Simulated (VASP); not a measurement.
Write the native input for VASP 6.6.1 that does the following.

```
Task                   : single point
Functional             : PBEsol
Potentials or basis    : VASP PAW PBE potentials, release 64 (H)
Cutoff                 : 500 eV
k mesh                 : 10 × 10 × 10
Occupations            : gaussian, width 0.01 eV
Spin                   : no spin polarisation
Dipole correction      : no
Further INCAR settings : ALGO = Normal; EDIFF = 1e-06; NBANDS = 8
```

The structure of H lies in POSCAR:

```
H
1.0
   -1.7539625964      1.7539625964      2.1938127132
    1.7539625964     -1.7539625964      2.1938127132
    1.7539625964      1.7539625964     -2.1938127132
H
2
Direct
    0.9134765417      0.9134765417      0.0000000000
    0.0865234583      0.0865234583      0.0000000000
```

This cell differs from its parent crystal: z stretched by +0.5 %, x and y held.

One way to write it, as run:

INCAR

```
  PREC = Accurate
  ENCUT = 500
  EDIFF = 1E-6
  ISMEAR = 0
  SIGMA = 0.01
  LREAL = F
  LASPH = T
  NELM = 120
  ALGO = Normal
  ISIF = 2
  LWAVE = F
  LCHARG = F
  GGA = PS
  NBANDS = 8
  GGA_COMPAT = F
```

KPOINTS

```
Automatic mesh
0
Gamma
  10 10 10
```

Potentials or basis: VASP PAW PBE potentials, release 64 (H).

The run is started by

```console
$ cat potpaw_PBE.64/H/POTCAR > POTCAR
$ mpirun -np 1 vasp_std > vasp.out
```

Results of the run:

The pressure is -0.2 GPa. The largest force is 0.007 eV/Å. The band gap on the k mesh is 8.87 eV (least direct gap 9.52 eV).

Caveat: the cell differs from its parent crystal (z stretched by +0.5 %, x and y held); this functional lacks dispersion, which holds the molecules together, so the pressure and a relaxed volume are unreliable; the PAW data sets were made with another functional, which shifts forces and pressure a little.

It took 7 s on 1 thread of Intel(R) Xeon(R) Platinum 8375C CPU @ 2.90GHz (Ice Lake) (shared host), peak memory 0.13 GiB.
